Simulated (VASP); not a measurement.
# H2C18O in VASP: a series of runs, part 2 of 2

VASP 6.6.1.

### 3 Single point, LDA

Input file INCAR:

```
PREC = Accurate ; ENCUT = 520
EDIFF = 1E-6 ; ISMEAR = 0
SIGMA = 0.05 ; LREAL = Auto
LASPH = True ; NELM = 60
ALGO = Normal ; ISIF = 2
LWAVE = False ; LCHARG = False
NBANDS = 56
```

Input file KPOINTS:

```
regular mesh
0
Gamma
  2 2 1
```

Input file POSCAR:

```
H2C18O
1.0
    7.3980000000      0.0000000000      0.0000000000
   -3.6990000000      6.4068560000      0.0000000000
    0.0000000000      0.0000000000     13.0000000000
C O H
18 1 2
Direct
    0.0086609316      0.0102004790      0.0612472308
    0.2291159895      0.1204236524      0.0610425385
    0.0063594430      0.3431300782      0.0611566923
    0.2311930631      0.4553723386      0.0608619231
    0.0082477235      0.6786554903      0.0612851538
    0.2293935496      0.7893686076      0.0614040769
    0.3396839923      0.0098586577      0.0612723077
    0.5646407217      0.1223092887      0.0612945385
    0.3415081104      0.3452081645      0.0606388462
    0.5627106799      0.4557876750      0.0607570769
    0.3417610420      0.6766851011      0.0613331538
    0.5625438110      0.7871411500      0.0614270000
    0.6750150758      0.0121950610      0.0614357692
    0.8961826244      0.1226593824      0.0612790000
    0.6752693490      0.3434478627      0.0611045385
    0.8957815028      0.4536889857      0.0612250769
    0.6731569981      0.6763950992      0.0610785385
    0.8981083509      0.7890398973      0.0612600769
    0.4331598543      0.5472829419      0.2934758462
    0.4505250317      0.6257278141      0.2304530000
    0.5695074817      0.5627332657      0.3061216923
```

Potentials or basis: VASP PAW LDA potentials, release 64 (C, O, H).

Started as:

```bash
$ cat potpaw_LDA.64/C/POTCAR potpaw_LDA.64/O/POTCAR potpaw_LDA.64/H/POTCAR > POTCAR
$ mpirun -np 1 vasp_std > vasp.out
```

OUTCAR:

```text
PREC = Accurate
   ENCUT = 520
   EDIFF = 1E-6
   ISMEAR = 0
   LREAL = Auto
   LASPH = True
   NELM = 60
   ISIF = 2

 ion  position               nearest neighbor table
   1  0.009  0.010  0.061-   2 1.41  18 1.42  14 1.44
   2  0.229  0.120  0.061-   1 1.41   7 1.42   9 1.44
   3  0.006  0.343  0.061-  14 1.41  16 1.42   4 1.44
   4  0.231  0.455  0.061-   9 1.41  11 1.42   3 1.44
   5  0.008  0.679  0.061-  18 1.41   6 1.42  16 1.44
   6  0.229  0.789  0.061-   7 1.41   5 1.42  11 1.44
[... 10 lines left out ...]
  17  0.673  0.676  0.061-  10 1.41  12 1.42  18 1.44
  18  0.898  0.789  0.061-   5 1.41   1 1.42  17 1.44
  19  0.433  0.547  0.293-  21 0.97  20 0.97
  20  0.451  0.626  0.230-  19 0.97
  21  0.570  0.563  0.306-  19 0.97

  LATTYP: Found a hexagonal cell.
 ALAT       =     7.3980000000
 C/A-ratio  =     1.7572316842

  Lattice vectors:

 A1 = (   7.3980000000,   0.0000000000,   0.0000000000)
 A2 = (  -3.6990000000,   6.4068560000,   0.0000000000)
 A3 = (   0.0000000000,   0.0000000000,  13.0000000000)

[... 196 lines left out ...]
 fundamental gap:      0.2146403333
 Fermi energy:        -2.2919783373

 k-point     1 :       0.0000    0.0000    0.0000
  band No.  band energies     occupation
      1     -22.4601      2.00000
      2     -21.5862      2.00000
      3     -19.1298      2.00000
      4     -19.0945      2.00000
      5     -18.9962      2.00000
      6     -18.9809      2.00000
[... 209 lines left out ...]
     51       3.8585      0.00000
     52       3.9885      0.00000
 [bands above 52 left out]

------------------------ aborting loop because EDIFF is reached ----------------------------------------

  FORCE on cell =-STRESS in cart. coord.  units (eV):
  Direction    XX          YY          ZZ          XY          YZ          ZX
  --------------------------------------------------------------------------------------
  -------------------------------------------------------------------------------------
  Total       -8.7590531     -8.8907349     -0.0150479     -0.0206259     -0.0283550      0.0668949
  in kB      -22.7753520    -23.1177521     -0.0391277     -0.0536316     -0.0737288      0.1739407
  external PRESSURE =     -15.3107440 kB  Pullay stress =       0.0000000 kB

 VOLUME and BASIS-vectors are now :
 -----------------------------------------------------------------------------
  energy-cutoff  :      520.00
  volume of cell :      616.17
      direct lattice vectors                 reciprocal lattice vectors
     7.398000000  0.000000000  0.000000000     0.135171668  0.078041398  0.000000000
    -3.699000000  6.406856000  0.000000000     0.000000000  0.156082796  0.000000000
     0.000000000  0.000000000 13.000000000     0.000000000  0.000000000  0.076923077

 POSITION                                       TOTAL-FORCE (eV/Angst)
 -----------------------------------------------------------------------------------
      0.02634      0.06535      0.79621         0.000045      0.005742     -0.000274
      1.24955      0.77154      0.79355        -0.001169     -0.006601     -0.000732
     -1.22219      2.19839      0.79504        -0.003935     -0.000665      0.000117
      0.02594      2.91750      0.79121        -0.003371     -0.000019     -0.003346
     -2.44933      4.34805      0.79671        -0.002910     -0.006961      0.000955
     -1.22282      5.05737      0.79825         0.004510     -0.001465      0.000394
[... 13 lines left out ...]
      1.01842      4.00895      2.99589        -0.072704      0.108538     -0.157726
      2.13167      3.60535      3.97958         0.181874      0.001688      0.082927
 -----------------------------------------------------------------------------------
    total drift:                                0.010339      0.006073     -0.009190

  FREE ENERGIE OF THE ION-ELECTRON SYSTEM (eV)
  ---------------------------------------------------
  free  energy   TOTEN  =      -196.0415178280 eV

  energy  without entropy=     -196.0413198111  energy(sigma->0) =     -196.04141882
```

OSZICAR:

```text
N       E                     dE             d eps       ncg     rms          rms(c)
DAV:   1     0.666457307627E+03    0.66646E+03   -0.31779E+04   448   0.112E+03
DAV:   2    -0.986567536657E+02   -0.76511E+03   -0.73133E+03   640   0.281E+02
DAV:   3    -0.207440951162E+03   -0.10878E+03   -0.10803E+03   544   0.110E+02
[... 14 lines left out ...]
DAV:  18    -0.196041483735E+03   -0.11208E-03   -0.82522E-06   424   0.646E-03    0.116E-03
DAV:  19    -0.196041508642E+03   -0.24906E-04   -0.14857E-06   416   0.279E-03    0.112E-03
DAV:  20    -0.196041515145E+03   -0.65037E-05   -0.36398E-07   296   0.194E-03    0.258E-04
DAV:  21    -0.196041517200E+03   -0.20543E-05   -0.21543E-07   296   0.120E-03    0.361E-04
DAV:  22    -0.196041517828E+03   -0.62833E-06   -0.87556E-08   320   0.777E-04
   1 F= -.19604152E+03 E0= -.19604142E+03  d E =-.198017E-03
```

It took 5.1 min on 1 thread of AMD EPYC 9R45 (Zen 5), shared host; peak memory 0.48 GiB.

What came out:

```
Free energy            : -196.0415 eV
Largest force          : 0.205 eV/Å
Band gap on the k mesh : 0.21 eV, direct
```

Forces in eV/Å, atoms in the order of the input:
```
C    0.000  0.006  0.000
C   -0.001 -0.007 -0.001
C   -0.004 -0.001  0.000
C   -0.003  0.000 -0.003
C   -0.003 -0.007  0.001
C    0.005 -0.001  0.000
C    0.008  0.006  0.000
C    0.001  0.001  0.001
C    0.002 -0.003 -0.001
C    0.007 -0.005 -0.004
C    0.004 -0.005  0.000
C   -0.005  0.005  0.001
C   -0.001 -0.001  0.001
C    0.000 -0.003  0.000
C   -0.002  0.000 -0.002
C   -0.001  0.001  0.000
C    0.005 -0.003 -0.001
C   -0.002 -0.004  0.001
O   -0.118 -0.091  0.082
H   -0.073  0.109 -0.158
H    0.182  0.002  0.083
```

Caveat: the k points lie up to 0.49 Å⁻¹ apart.

### 4 Single point, LDA

Input file INCAR:

```
SYSTEM = H2C18O
PREC = Accurate
ENCUT = 520
EDIFF = 1E-6
ISMEAR = 0
SIGMA = 0.05
LREAL = Auto
LASPH = .True.
NELM = 100
ALGO = Normal
ISIF = 2
LWAVE = .False.
LCHARG = .True.
GGA = CA
LELF = .True.
LVHAR = .True.
NBANDS = 56
```

Input file KPOINTS:

```
regular mesh
0
Gamma
  2 2 1
  0 0 0
```

Input file POSCAR:

```
H2C18O
1.0
    7.3980000000      0.0000000000      0.0000000000
   -3.6990000000      6.4068560000      0.0000000000
    0.0000000000      0.0000000000     13.0000000000
C O H
18 1 2
Direct
    0.0070115002      0.0136177557      0.0627680000
    0.2271158110      0.1235668478      0.0627470769
    0.0046014302      0.3460917492      0.0630581538
    0.2295460963      0.4586639687      0.0628197692
    0.0063036781      0.6819263614      0.0627764615
    0.2279974220      0.7927504536      0.0627080000
    0.3381148330      0.0128428046      0.0626588462
    0.5628915781      0.1252005664      0.0626078462
    0.3396756483      0.3484205045      0.0624469231
    0.5615263616      0.4594660782      0.0619246154
    0.3405821270      0.6805924778      0.0622865385
    0.5606948106      0.7905626410      0.0617759231
    0.6729448322      0.0151710917      0.0624156154
    0.8946098901      0.1259856629      0.0628066154
    0.6737443212      0.3469041602      0.0625486923
    0.8938988831      0.4570878446      0.0628645385
    0.6715284692      0.6796935970      0.0617159231
    0.8962072894      0.7919717565      0.0624636154
    0.4854234386      0.5921664230      0.2877957692
    0.3865901250      0.5295441321      0.2312748462
    0.5724071770      0.5284666926      0.2832286923
```

Started as:

```bash
$ cat potpaw_LDA.64/C/POTCAR potpaw_LDA.64/O/POTCAR potpaw_LDA.64/H/POTCAR > POTCAR
$ mpirun -np 1 vasp_std > vasp.out
```

Wall time 5.1 min (1 thread of AMD EPYC 9R45 (Zen 5), shared host); peak memory 0.48 GiB.

Results (log left out):

```yaml
Free_energy: -196.0306 eV
Largest_force: 0.200 eV/Å
Band_gap_on_the_k_mesh: 0.21 eV, direct
```

Forces on the atoms (eV/Å):
```
C    0.000 -0.003 -0.010
C    0.003  0.005 -0.003
C    0.001 -0.002 -0.007
C    0.000 -0.002 -0.004
C   -0.001 -0.002 -0.006
C   -0.001 -0.002 -0.009
C    0.007  0.004 -0.003
C    0.003  0.008  0.002
C    0.003  0.001  0.001
C    0.002  0.002 -0.005
C    0.000  0.001 -0.002
C    0.002  0.002 -0.004
C   -0.003  0.000 -0.005
C   -0.001  0.000 -0.004
C    0.001  0.004 -0.005
C   -0.005  0.002 -0.004
C    0.005 -0.001 -0.006
C    0.000 -0.002 -0.007
O   -0.067  0.095  0.138
H   -0.135 -0.056 -0.109
H    0.186 -0.055  0.052
```

Levels at points of the mesh, in eV from the valence-band top:
```tsv
k point	band 38	band 39	band 40	band 41	band 42	band 43
(0.00, 0.00, 0.00)	-2.25	-0.01	0.00	0.21	0.22	3.37
(0.50, 0.00, 0.00)	-2.51	-2.30	-2.09	1.73	2.54	2.58
(0.00, 0.50, 0.00)	-2.52	-2.30	-2.08	1.73	2.54	2.58
(0.50, 0.50, 0.00)	-2.52	-2.24	-2.15	1.73	2.55	2.57
```

Caveat: the k points lie up to 0.49 Å⁻¹ apart.

### 5 Single point, LDA

Input file INCAR:

```
SYSTEM = H2C18O
  ALGO = Normal
  EDIFF = 1E-7
  ENCUT = 520
  GGA = CA
  ISIF = 2
  ISMEAR = 0
  LASPH = .TRUE.
  LCHARG = .FALSE.
  LREAL = Auto
  LWAVE = .FALSE.
  NBANDS = 56
  NELM = 80
  PREC = Accurate
  SIGMA = 0.05
```

Input file KPOINTS:

```
k-points
0
G
  2 2 1
  0 0 0
```

Input file POSCAR:

```
H2C18O
1.0
    7.3980000000      0.0000000000      0.0000000000
   -3.6990000000      6.4068560000      0.0000000000
    0.0000000000      0.0000000000     13.0000000000
C O H
18 1 2
Direct
    0.0007246546      0.0116198959      0.0707290000
    0.2235765752      0.1228933505      0.0671390000
    0.0028445069      0.3446909061      0.0720153077
    0.2230476324      0.4549044024      0.0695019231
    0.0002008572      0.6763698138      0.0708640769
    0.2242123391      0.7884906419      0.0672932308
    0.3358717331      0.0112719874      0.0655369231
    0.5556659702      0.1210234786      0.0651777692
    0.3339138607      0.3425279107      0.0650920769
    0.5582218885      0.4547049286      0.0638970000
    0.3347265911      0.6794034391      0.0652067692
    0.5576075752      0.7909483216      0.0639760769
    0.6672047902      0.0099491857      0.0661514615
    0.8912583553      0.1218678865      0.0705731538
    0.6678600136      0.3449395460      0.0663996154
    0.8908995988      0.4566475351      0.0707482308
    0.6692852421      0.6781582105      0.0675790000
    0.8885680390      0.7876218851      0.0709944615
    0.5167331745      0.6136404502      0.2483173077
    0.3908497874      0.5353838138      0.2048793846
    0.5810327981      0.5270185564      0.2521592308
```

Started as:

```bash
$ cat potpaw_LDA.64/C/POTCAR potpaw_LDA.64/O/POTCAR potpaw_LDA.64/H/POTCAR > POTCAR
$ mpirun -np 1 vasp_std > vasp.out
```

It took 4.7 min on 1 thread of AMD EPYC 9R45 (Zen 5), shared host; peak memory 0.47 GiB.

The run converged. Its results:

```
Free energy            : -195.6961 eV
Largest force          : 0.831 eV/Å
Band gap on the k mesh : 0.19 eV, direct
```

Forces in eV/Å, atoms in the order of the input:
```
C   -0.010  0.031 -0.089
C    0.004  0.044  0.032
C    0.013  0.009 -0.182
C   -0.065 -0.040 -0.373
C    0.012 -0.023 -0.091
C    0.034 -0.014  0.034
C    0.012  0.014  0.058
C   -0.016 -0.006  0.061
C   -0.044  0.005  0.017
C    0.021  0.039 -0.011
C   -0.008 -0.042  0.014
C    0.042 -0.005  0.001
C   -0.003 -0.031  0.028
C    0.024 -0.023 -0.080
C   -0.035  0.021  0.027
C   -0.010  0.035 -0.080
C    0.095  0.052 -0.488
C   -0.004 -0.001 -0.231
O   -0.483 -0.105  0.668
H    0.379  0.173  0.580
H    0.042 -0.132  0.103
```

Levels at points of the mesh, in eV from the valence-band top:
| k point | band 38 | band 39 | band 40 | band 41 | band 42 | band 43 |
| --- | --- | --- | --- | --- | --- | --- |
| (0.00, 0.00, 0.00) | -2.17 | -0.03 | 0.00 | 0.19 | 0.25 | 3.36 |
| (0.50, 0.00, 0.00) | -2.48 | -2.32 | -1.73 | 1.72 | 2.50 | 2.58 |
| (0.00, 0.50, 0.00) | -2.45 | -2.28 | -1.74 | 1.73 | 2.51 | 2.55 |
| (0.50, 0.50, 0.00) | -2.48 | -2.24 | -1.81 | 1.72 | 2.52 | 2.54 |

Caveat: the k points lie up to 0.49 Å⁻¹ apart.

### 6 Single point, LDA

Input file INCAR:

```
PREC = Accurate
ENCUT = 520
EDIFF = 1E-7
ISMEAR = 0
SIGMA = 0.05
LREAL = Auto
LASPH = T
NELM = 100
ALGO = Normal
ISIF = 2
LWAVE = F
LCHARG = F
NBANDS = 56
```

Input file KPOINTS:

```
regular mesh
0
Gamma
  2 2 1
```

Input file POSCAR:

```
H2C18O
1.0
    7.3980000000      0.0000000000      0.0000000000
   -3.6990000000      6.4068560000      0.0000000000
    0.0000000000      0.0000000000     13.0000000000
C O H
18 1 2
Direct
   -0.0013653994      0.0075625236      0.0746886154
    0.2195232205      0.1179793958      0.0653423846
   -0.0006518804      0.3427784236      0.0804481538
    0.2286013977      0.4573868993      0.0866724615
   -0.0012671993      0.6775680615      0.0748461538
    0.2196495419      0.7879860262      0.0656266923
    0.3325624410      0.0093930627      0.0626180769
    0.5550819319      0.1206356128      0.0620966923
    0.3352281480      0.3403992535      0.0639982308
    0.5525311206      0.4492409381      0.0641986154
    0.3356447376      0.6813657120      0.0643670769
    0.5526144832      0.7899607858      0.0637315385
    0.6673982246      0.0117158869      0.0646471538
    0.8881730678      0.1224037188      0.0739904615
    0.6674385962      0.3420193930      0.0649526154
    0.8882361916      0.4521358058      0.0742458462
    0.6573438684      0.6720545928      0.0901369231
    0.8872649278      0.7868653517      0.0816616154
    0.5622647156      0.6347319184      0.2199928462
    0.3364279855      0.5126918726      0.1736820000
    0.5924963936      0.5305834874      0.2488252308
```

Potentials or basis: VASP PAW LDA potentials, release 64 (C, O, H).

Started as:

```bash
$ cat potpaw_LDA.64/C/POTCAR potpaw_LDA.64/O/POTCAR potpaw_LDA.64/H/POTCAR > POTCAR
$ mpirun -np 1 vasp_std > vasp.out
```

Run time: 5.6 min. Hardware: 1 thread of AMD EPYC 9R45 (Zen 5), shared host; peak memory 0.49 GiB.

Results (log left out):

- Free energy: -193.1653 eV
- Largest force: 0.189 eV/Å
- Band gap on the k mesh: 0.27 eV, direct

Forces on the atoms (eV/Å):
```
C    0.001  0.007  0.003
C   -0.007 -0.005 -0.005
C    0.014  0.006  0.003
C   -0.018 -0.005 -0.002
C   -0.002 -0.002  0.006
C   -0.010 -0.005 -0.003
C   -0.002  0.007  0.000
C   -0.005  0.001 -0.003
C   -0.010 -0.001 -0.008
C    0.015  0.001 -0.019
C   -0.001 -0.009 -0.012
C    0.005  0.006 -0.019
C    0.006 -0.004 -0.002
C    0.005 -0.002  0.004
C   -0.003 -0.004 -0.007
C    0.003 -0.001  0.000
C   -0.002  0.014  0.024
C   -0.003  0.002  0.002
O   -0.112  0.102 -0.072
H    0.010  0.012  0.022
H    0.115 -0.121  0.089
```

Levels at points of the mesh, in eV from the valence-band top:
```tsv
k point	band 38	band 39	band 40	band 41	band 42	band 43
(0.00, 0.00, 0.00)	-2.11	-0.85	0.00	0.27	1.09	2.81
(0.50, 0.00, 0.00)	-2.30	-2.21	-1.28	1.60	2.13	2.51
(0.00, 0.50, 0.00)	-2.40	-2.10	-0.78	1.00	2.11	2.53
(0.50, 0.50, 0.00)	-2.29	-2.26	-0.78	1.02	2.10	2.53
```

Caveat: the k points lie up to 0.49 Å⁻¹ apart.
